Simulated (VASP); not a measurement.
# GdN (Fm-3m) in VASP: notebook

Runs on GdN. Level: PBE+U. Tasks: single point.

All numbers are computed with VASP 6.6.1; they aren't measurements. Logs are shortened: lines on timing, memory, paths and dates and some standing lists are left out, and cuts for length are marked.

## 1. The cell of the first run

It takes space group Fm-3m (No. 225, cubic). The conventional cell has a = 4.999 Å, b = 4.999 Å, c = 4.999 Å, α = 90.00°, β = 90.00°, γ = 90.00°. Gd (site symmetry m-3m) has 6 N at 2.50 Å within 3.3 Å. Within 3.3 Å of N (site symmetry m-3m) lie 6 Gd at 2.50 Å.

## 2. Single point, PBE+U, collinear spin, ferromagnetic start

Contents of INCAR:

```
ALGO = Normal
EDIFF = 1E-7
ENCUT = 520
GGA = PE
ISIF = 2
ISMEAR = 0
ISPIN = 2
LASPH = T
LCHARG = F
LDAU = T
LDAUJ = 0 0
LDAUL = 3 -1
LDAUPRINT = 1
LDAUTYPE = 2
LDAUU = 6 0
LMAXMIX = 6
LORBIT = 11
LREAL = F
LWAVE = F
MAGMOM = 7 0
NBANDS = 22
NELM = 150
PREC = Accurate
SIGMA = 0.05
```

Contents of KPOINTS:

```
k-points
0
Gamma
  5 5 5
```

Contents of POSCAR:

```
GdN
1.0
    0.0000000000      2.4995000000      2.4995000000
    2.4995000000      0.0000000000      2.4995000000
    2.4995000000      2.4995000000      0.0000000000
Gd N
1 1
Direct
    0.0000000000      0.0000000000      0.0000000000
    0.5000000000      0.5000000000      0.5000000000
```

Potentials or basis: VASP PAW PBE potentials, release 64 (Gd, N).

Command:

```bash
cat potpaw_PBE.64/Gd/POTCAR potpaw_PBE.64/N/POTCAR > POTCAR
mpirun -np 1 vasp_std > vasp.out
```

OUTCAR:

```text
EDIFF = 1E-7
   ENCUT = 520
   GGA = PE
   ISIF = 2
   ISMEAR = 0
   ISPIN = 2
   LASPH = T
   LORBIT = 11
   LREAL = F
   NELM = 150
   PREC = Accurate

 ion  position               nearest neighbor table
   1  0.000  0.000  0.000-   2 2.50   2 2.50   2 2.50   2 2.50   2 2.50   2 2.50
   2  0.500  0.500  0.500-   1 2.50   1 2.50   1 2.50   1 2.50   1 2.50   1 2.50

  LATTYP: Found a face centered cubic cell.
 ALAT       =     4.9990000000

  Lattice vectors:

 A1 = (   0.0000000000,   2.4995000000,   2.4995000000)
 A2 = (   2.4995000000,   0.0000000000,   2.4995000000)
 A3 = (   2.4995000000,   2.4995000000,   0.0000000000)

Analysis of symmetry for initial positions (statically):
=====================================================================
 Subroutine PRICEL returns:
 Original cell was already a primitive cell.

 Routine SETGRP: Setting up the symmetry group for a
 face centered cubic supercell.

 Subroutine GETGRP returns: Found 48 space group operations
 (whereof 48 operations were pure point group operations)
 out of a pool of 48 trial point group operations.

The static configuration has the point symmetry O_h .

Analysis of symmetry for dynamics (positions and initial velocities):
=====================================================================
 Subroutine PRICEL returns:
 Original cell was already a primitive cell.

 Routine SETGRP: Setting up the symmetry group for a
 face centered cubic supercell.

 Subroutine GETGRP returns: Found 48 space group operations
 (whereof 48 operations were pure point group operations)
 out of a pool of 48 trial point group operations.

The dynamic configuration has the point symmetry O_h .

Analysis of structural, dynamic, and magnetic symmetry:
=====================================================================
 Subroutine PRICEL returns:
 Original cell was already a primitive cell.

 Routine SETGRP: Setting up the symmetry group for a
 face centered cubic supercell.

 Subroutine GETGRP returns: Found 48 space group operations
 (whereof 48 operations were pure point group operations)
 out of a pool of 48 trial point group operations.

The overall configuration has the point symmetry O_h .

 Subroutine INISYM returns: Found 48 space group operations
 (whereof 48 operations are pure point group operations),
 and found     1 'primitive' translations

----------------------------------------------------------------------------------------

                                     Primitive cell

  volume of cell :      31.2313

  direct lattice vectors                    reciprocal lattice vectors
     0.000000000  2.499500000  2.499500000    -0.200040008  0.200040008  0.200040008
     2.499500000  0.000000000  2.499500000     0.200040008 -0.200040008  0.200040008
     2.499500000  2.499500000  0.000000000     0.200040008  0.200040008 -0.200040008

  length of vectors
     3.534826799  3.534826799  3.534826799     0.346479457  0.346479457  0.346479457

  position of ions in fractional coordinates (direct lattice)
     0.000000000  0.000000000  0.000000000
     0.500000000  0.500000000  0.500000000

  ion indices of the primitive-cell ions
   primitive index   ion index
                 1           1
                 2           2

----------------------------------------------------------------------------------------

 KPOINTS: k-points

Automatic generation of k-mesh.
 Grid dimensions read from file:
 generate k-points for:    5    5    5

 Generating k-lattice:

  Cartesian coordinates                     Fractional coordinates (reciprocal lattice)
    -0.040008002  0.040008002  0.040008002     0.200000000  0.000000000  0.000000000
     0.040008002 -0.040008002  0.040008002     0.000000000  0.200000000  0.000000000
     0.040008002  0.040008002 -0.040008002     0.000000000  0.000000000  0.200000000
[... 55 lines left out ...]
   EMIN   =  10.00;   EMAX   =-10.00  energy-range for DOS
   EFERMI =   0.00;   METHOD = LEGACY
   ISMEAR =     0;   SIGMA  =   0.05  broadening in eV -4-tet -1-fermi 0-gaus
   EFERMI_NEDOS =   21; number of points for ismear=-14 and -15
   IALGO  =     38    algorithm
   IMIX   =      4    mixing-type and parameters
     AMIX     =   0.40;   BMIX     =  1.00
     AMIX_MAG =   1.60;   BMIX_MAG =  1.00
  volume/ion in A,a.u.               =      15.62       105.38
  Fermi-wavevector in a.u.,A,eV,Ry     =   1.478385  2.793743 29.737208  2.185623
  Thomas-Fermi vector in A             =   2.592673
   LORBIT       =     11    0 simple, 1 ext, 2 COOP (PROOUT), +10 PAW based schemes
 LDA+U is selected, type is set to LDAUTYPE =  2
   angular momentum for each species LDAUL =     3   -1
   U (eV)           for each species LDAUU =   6.0  0.0
   J (eV)           for each species LDAUJ =   0.0  0.0
   GGA     = PE    functional components
   LHFCALC =     F    Hartree Fock is set to
   AEXX    =    0.0000 exact exchange contribution
   IVDW    =     0    specifies the selected vdW correction
[... 43 lines left out ...]
  o =  0.9891  v =  0.0000  1.0000 -0.0000 -0.0000 -0.0000 -0.0000 -0.0000  0.0000  0.0000  0.0000  0.0000  0.0000  0.0000  0.0000      0.0000  0.0000  0.0000  0.0000  0.0000  0.0000  0.0000  0.0000  0.0000  0.0000  0.0000  0.0000  0.0000  0.0000
  o =  0.9906  v =  0.6124 -0.0000 -0.7906  0.0000  0.0001  0.0047  0.0001  0.0000  0.0000  0.0000  0.0000  0.0000  0.0000  0.0000      0.0000  0.0000  0.0000  0.0000  0.0000  0.0000  0.0000  0.0000  0.0000  0.0000  0.0000  0.0000  0.0000  0.0000
  o =  0.9906  v =  0.0029 -0.0000 -0.0037 -0.0000  0.0066 -1.0000  0.0051  0.0000  0.0000  0.0000  0.0000  0.0000  0.0000  0.0000      0.0000  0.0000  0.0000  0.0000  0.0000  0.0000  0.0000  0.0000  0.0000  0.0000  0.0000  0.0000  0.0000  0.0000
  o =  0.9906  v = -0.0001  0.0000  0.0002  0.0000  0.7905  0.0083  0.6124  0.0000  0.0000  0.0000  0.0000  0.0000  0.0000  0.0000      0.0000  0.0000  0.0000  0.0000  0.0000  0.0000  0.0000  0.0000  0.0000  0.0000  0.0000  0.0000  0.0000  0.0000
  o =  0.9926  v =  0.7906  0.0000  0.6124 -0.0001  0.0000  0.0000 -0.0000  0.0000  0.0000  0.0000  0.0000  0.0000  0.0000  0.0000      0.0000  0.0000  0.0000  0.0000  0.0000  0.0000  0.0000  0.0000  0.0000  0.0000  0.0000  0.0000  0.0000  0.0000
  o =  0.9926  v =  0.0000 -0.0000  0.0000  0.0003 -0.6124  0.0000  0.7906  0.0000  0.0000  0.0000  0.0000  0.0000  0.0000  0.0000      0.0000  0.0000  0.0000  0.0000  0.0000  0.0000  0.0000  0.0000  0.0000  0.0000  0.0000  0.0000  0.0000  0.0000
  o =  0.9926  v = -0.0001 -0.0000 -0.0000 -1.0000 -0.0002  0.0000  0.0003  0.0000  0.0000  0.0000  0.0000  0.0000  0.0000  0.0000      0.0000  0.0000  0.0000  0.0000  0.0000  0.0000  0.0000  0.0000  0.0000  0.0000  0.0000  0.0000  0.0000  0.0000

 number of electron      23.0000005 magnetization       6.9999926

 Free energy of the ion-electron system (eV)
  ---------------------------------------------------
  ext. energy  EPLUGINS =         0.00000000
  ---------------------------------------------------
  free energy    TOTEN  =       -22.79195945 eV

  energy without entropy =      -22.79127868  energy(sigma->0) =      -22.79161907

 E-fermi :   3.6300     XC(G=0): -11.5350

 val. band max:        3.6299030698   @ k =   0.4000   0.4000   0.0000
 cond. band min:       3.9631100329   @ k =   0.0000   0.0000   0.0000
 fundamental gap:      0.3332069630
 Fermi energy:         3.6299559289

 spin component 1

 k-point     1 :       0.0000    0.0000    0.0000
  band No.  band energies     occupation
      1     -39.9745      1.00000
      2     -16.9680      1.00000
      3     -16.9680      1.00000
      4     -16.9680      1.00000
      5      -9.0642      1.00000
      6      -2.5537      1.00000
[... 239 lines left out ...]
     21      14.9449      0.00000
     22      15.8591      0.00000
 Fermi energy:         3.6299559289

 spin component 2

 k-point     1 :       0.0000    0.0000    0.0000
  band No.  band energies     occupation
      1     -36.8557      1.00000
      2     -14.7008      1.00000
      3     -14.7008      1.00000
      4     -14.7008      1.00000
      5      -9.1188      1.00000
      6       3.3857      1.00000
[... 239 lines left out ...]
     21      15.9425      0.00000
     22      16.8914      0.00000

------------------------ aborting loop because EDIFF is reached ----------------------------------------

  FORCE on cell =-STRESS in cart. coord.  units (eV):
  Direction    XX          YY          ZZ          XY          YZ          ZX
  --------------------------------------------------------------------------------------
  -------------------------------------------------------------------------------------
  Total        0.1510949      0.1510949      0.1510949      0.0000000      0.0000000      0.0000000
  in kB        7.7512368      7.7512368      7.7512368      0.0000000      0.0000000      0.0000000
  external PRESSURE =       7.7512368 kB  Pullay stress =       0.0000000 kB

 VOLUME and BASIS-vectors are now :
 -----------------------------------------------------------------------------
  energy-cutoff  :      520.00
  volume of cell :       31.23
      direct lattice vectors                 reciprocal lattice vectors
     0.000000000  2.499500000  2.499500000    -0.200040008  0.200040008  0.200040008
     2.499500000  0.000000000  2.499500000     0.200040008 -0.200040008  0.200040008
     2.499500000  2.499500000  0.000000000     0.200040008  0.200040008 -0.200040008

 POSITION                                       TOTAL-FORCE (eV/Angst)
 -----------------------------------------------------------------------------------
      0.00000      0.00000      0.00000        -0.000000     -0.000000     -0.000000
      2.49950      2.49950      2.49950         0.000000      0.000000      0.000000
 -----------------------------------------------------------------------------------
    total drift:                                0.000000      0.000000      0.000000

  FREE ENERGIE OF THE ION-ELECTRON SYSTEM (eV)
  ---------------------------------------------------
  free  energy   TOTEN  =       -22.7919594457 eV

  energy  without entropy=      -22.7912786846  energy(sigma->0) =      -22.79161907

 total charge

# of ion       s       p       d       f       tot
--------------------------------------------------
    1        2.035   5.668   0.537   6.973  15.212
    2        1.248   2.388   0.000   0.000   3.636
--------------------------------------------------
tot          3.282   8.056   0.537   6.973  18.848

 magnetization (x)

# of ion       s       p       d       f       tot
--------------------------------------------------
    1       -0.006  -0.086   0.073   6.892   6.873
    2       -0.009  -0.107   0.000   0.000  -0.117
--------------------------------------------------
tot         -0.015  -0.193   0.073   6.892   6.756
```

Wall time 30 s (1 thread of Intel Xeon 6975P-C, shared host); peak memory 0.18 GiB.

What came out:

```yaml
Free_energy: -22.7920 eV
Pressure: 0.8 GPa
Band_gap_on_the_k_mesh: zero (filled and empty bands overlap)
Net_moment: 7.00 μB per cell
Site_moments: Gd +6.87; N -0.12 μB
Valence_electrons_inside_the_program's_atomic_spheres: Gd 15.21; N 3.64
```

Eigenvalues of the final occupation matrices:
```
    site  spin  trace                         eigenvalues
site 1 f     1   6.94  0.99 0.99 0.99 0.99 0.99 0.99 0.99
site 1 f     2   0.04  0.00 0.00 0.00 0.00 0.01 0.01 0.01
```

Caveat: the k points lie up to 0.44 Å⁻¹ apart; spin-orbit coupling is left out, which moves the levels of the heavy elements; a cell with one magnetic atom can't hold antiferromagnetic order, which such compounds often take. The state reached can hang on the start; a lower one may exist.

## 3. Single point, PBE+U, collinear spin, ferromagnetic start

Contents of INCAR:

```
SYSTEM = GdN
PREC     = Accurate       ! precision mode
ENCUT    = 520            ! plane-wave cutoff, eV
EDIFF    = 1E-6           ! SCF threshold, eV
ISMEAR   = 0              ! smearing method
SIGMA    = 0.05           ! smearing width, eV
LREAL    = .FALSE.        ! projectors in reciprocal space
LASPH    = .TRUE.         ! aspherical terms in the spheres
NELM     = 150            ! most SCF steps
ALGO     = Normal         ! electronic algorithm
ISIF     = 2              ! what is computed and relaxed
LWAVE    = .FALSE.        ! write WAVECAR
LCHARG   = .FALSE.        ! write CHGCAR
ISPIN    = 2              ! spin polarisation
MAGMOM   = 7 0            ! initial moments
LORBIT   = 11             ! projections on sites
LMAXMIX  = 6              ! l up to which the mixer works
LDAU     = .TRUE.         ! DFT+U
LDAUTYPE = 2            
LDAUL    = 3 -1           ! shell
LDAUU    = 6 0            ! U, eV
LDAUJ    = 0 0          
LDAUPRINT= 1            
GGA      = PE             ! functional
NBANDS   = 22             ! bands
```

Contents of KPOINTS:

```
Automatic mesh
0
G
  10 10 10
  0 0 0
```

POSCAR is that of step 2.

Potentials or basis: VASP PAW PBE potentials, release 64 (Gd, N).

Command:

```bash
cat potpaw_PBE.64/Gd/POTCAR potpaw_PBE.64/N/POTCAR > POTCAR
mpirun -np 1 vasp_std > vasp.out
```

Run time: 83 s. Hardware: 1 thread of Intel Xeon 6975P-C, shared host; peak memory 0.22 GiB.

Results (log left out):

| Property | Result |
| --- | --- |
| Free energy | -22.8123 eV |
| Pressure | 0.6 GPa |
| Band gap on the k mesh | zero (filled and empty bands overlap) |
| Net moment | 7.00 μB per cell |
| Site moments | Gd +6.87; N -0.12 μB |
| Valence electrons inside the program's atomic spheres | Gd 15.21; N 3.63 |

Levels at points of the mesh, in eV from the Fermi level:
Spin up:
| k point | band 12 | band 13 | band 14 | band 15 | band 16 | band 17 | band 18 | band 19 |
| --- | --- | --- | --- | --- | --- | --- | --- | --- |
| (0.00, 0.00, 0.00) | -6.04 | 0.24 | 0.24 | 0.24 | 2.65 | 2.65 | 2.65 | 3.35 |
| (0.50, 0.00, 0.00) | -6.01 | -4.15 | -2.34 | -2.34 | 5.26 | 5.98 | 5.98 | 6.65 |
| (0.50, 0.50, 0.00) | -6.09 | -1.25 | -0.28 | -0.15 | -0.15 | 6.60 | 6.64 | 7.67 |
Spin down:
```csv
k point,band 6,band 7,band 8,band 9,band 10,band 11
"(0.00, 0.00, 0.00)",-0.34,-0.34,-0.34,3.47,3.47,3.47
"(0.50, 0.00, 0.00)",-3.91,-2.25,-2.25,4.52,4.89,4.89
"(0.50, 0.50, 0.00)",-0.96,-0.42,-0.42,0.38,4.96,4.99
```

Eigenvalues of the final occupation matrices:
| site | spin | trace | eigenvalues |
| --- | --- | --- | --- |
| site 1 f | 1 | 6.94 | 0.99 0.99 0.99 0.99 0.99 0.99 0.99 |
| site 1 f | 2 | 0.04 | 0.00 0.00 0.00 0.00 0.01 0.01 0.01 |

Caveat: spin-orbit coupling is left out, which moves the levels of the heavy elements; a cell with one magnetic atom can't hold antiferromagnetic order, which such compounds often take.

## 4. Single point, PBE+U, collinear spin, ferrimagnetic start

Contents of INCAR:

```
PREC = Accurate
ENCUT = 520
EDIFF = 1E-6
ISMEAR = 0
SIGMA = 0.05
LREAL = F
LASPH = T
NELM = 150
ALGO = Normal
ISIF = 2
LWAVE = F
LCHARG = F
ISPIN = 2
MAGMOM = 7.63 -0.16
LORBIT = 11
LMAXMIX = 6
LDAU = T
LDAUTYPE = 2
LDAUL = 3 -1
LDAUU = 6 0
LDAUJ = 0 0
LDAUPRINT = 1
GGA = PE
NBANDS = 22
```

Contents of KPOINTS:

```
regular mesh
0
Gamma
  10 10 10
```

Contents of POSCAR:

```
GdN
1.0
    0.0000000000      2.5010101097      2.5010101097
    2.5010101097      0.0000000000      2.5010101097
    2.5010101097      2.5010101097      0.0000000000
Gd N
1 1
Direct
    0.0000000000      0.0000000000      0.0000000000
    0.5000000000      0.5000000000      0.5000000000
```

Command:

```bash
cat potpaw_PBE.64/Gd/POTCAR potpaw_PBE.64/N/POTCAR > POTCAR
mpirun -np 1 vasp_std > vasp.out
```

Wall time 82 s (1 thread of Intel Xeon 6975P-C, shared host); peak memory 0.22 GiB.

It converged, with:

```yaml
Free_energy: -22.8125 eV
Pressure: 0.3 GPa
Band_gap_on_the_k_mesh: zero (filled and empty bands overlap)
Net_moment: 7.00 μB per cell
Site_moments: Gd +6.87; N -0.11 μB
Valence_electrons_inside_the_program's_atomic_spheres: Gd 15.21; N 3.63
```

Levels at points of the mesh, in eV from the Fermi level:
Spin up:
| k point | band 13 | band 14 | band 15 | band 16 | band 17 | band 18 |
| --- | --- | --- | --- | --- | --- | --- |
| (0.00, 0.00, 0.00) | 0.24 | 0.24 | 0.24 | 2.65 | 2.65 | 2.65 |
| (0.50, 0.00, 0.00) | -4.14 | -2.33 | -2.33 | 5.26 | 5.97 | 5.97 |
| (0.50, 0.50, 0.00) | -1.25 | -0.27 | -0.15 | -0.15 | 6.59 | 6.62 |
Spin down:
| k point | band 4 | band 5 | band 6 | band 7 | band 8 | band 9 | band 10 | band 11 | band 12 | band 13 |
| --- | --- | --- | --- | --- | --- | --- | --- | --- | --- | --- |
| (0.00, 0.00, 0.00) | -18.42 | -12.84 | -0.33 | -0.33 | -0.33 | 3.46 | 3.46 | 3.46 | 3.83 | 4.54 |
| (0.50, 0.00, 0.00) | -18.52 | -10.94 | -3.90 | -2.25 | -2.25 | 4.51 | 4.88 | 4.88 | 5.18 | 5.18 |
| (0.50, 0.50, 0.00) | -18.83 | -12.54 | -0.96 | -0.42 | -0.42 | 0.38 | 4.95 | 4.98 | 5.09 | 5.09 |

Eigenvalues of the final occupation matrices:
```csv
site,spin,trace,eigenvalues
site 1 f,1,6.94,0.99 0.99 0.99 0.99 0.99 0.99 0.99
site 1 f,2,0.04,0.00 0.00 0.00 0.00 0.01 0.01 0.01
```

Caveat: spin-orbit coupling is left out, which moves the levels of the heavy elements; a cell with one magnetic atom can't hold antiferromagnetic order, which such compounds often take. The state reached can hang on the start; a lower one may exist.

## 5. Overview

```tsv
spin	cell	k mesh	gap on the mesh (eV)	pressure (GPa)	moment (μB)
collinear, ferromagnetic start	a = 3.535 Å, angles 60.0°, 2 atoms	5 × 5 × 5	none	0.8	7.00
collinear, ferromagnetic start	a = 3.535 Å, angles 60.0°, 2 atoms	10 × 10 × 10	none	0.6	7.00
collinear, ferrimagnetic start	a = 3.537 Å, angles 60.0°, 2 atoms	10 × 10 × 10	none	0.3	7.00
```

Alike in all rows: task single point; level PBE+U; potentials or basis VASP PAW PBE potentials, release 64 (Gd, N); Gd f U = 6.0 eV; cutoff (eV) 520; smearing gaussian 0.05 eV.

Caveats: some runs use coarse meshes; spin-orbit coupling is left out, which moves the levels of the heavy elements; a cell with one magnetic atom can't hold antiferromagnetic order, which such compounds often take.

Total energies depend on the potentials used, so only differences within one code and one set of settings carry meaning.
